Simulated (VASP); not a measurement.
A run of VASP 6.6.1 is set up as follows.

The input INCAR:

```
SYSTEM = Ga
PREC = Accurate ; ENCUT = 520
EDIFF = 1E-6 ; ISMEAR = 0
SIGMA = 0.019000000000000003 ; LREAL = .False.
LASPH = .True. ; NELM = 100
ALGO = Normal ; ISIF = 2
LWAVE = .False. ; LCHARG = .False.
GGA = PE ; NBANDS = 12
```

The input KPOINTS:

```
regular mesh
0
Gamma
  10 10 10
  0 0 0
```

The input POSCAR:

```
Ga
1.0
    2.7164800000      0.0000000000      0.0000000000
    0.0000000000      2.7164800000      0.0000000000
    0.0000000000      0.0000000000      2.7164800000
Ga
1
Direct
    0.0000000000      0.0000000000      0.0000000000
```

Potentials or basis: VASP PAW PBE potentials, release 64 (Ga_d).

The run is started by

```sh
$ cat potpaw_PBE.64/Ga_d/POTCAR > POTCAR
$ mpirun -np 1 vasp_std > vasp.out
```

Q: Estimate the pressure.

A: 0.6 GPa.
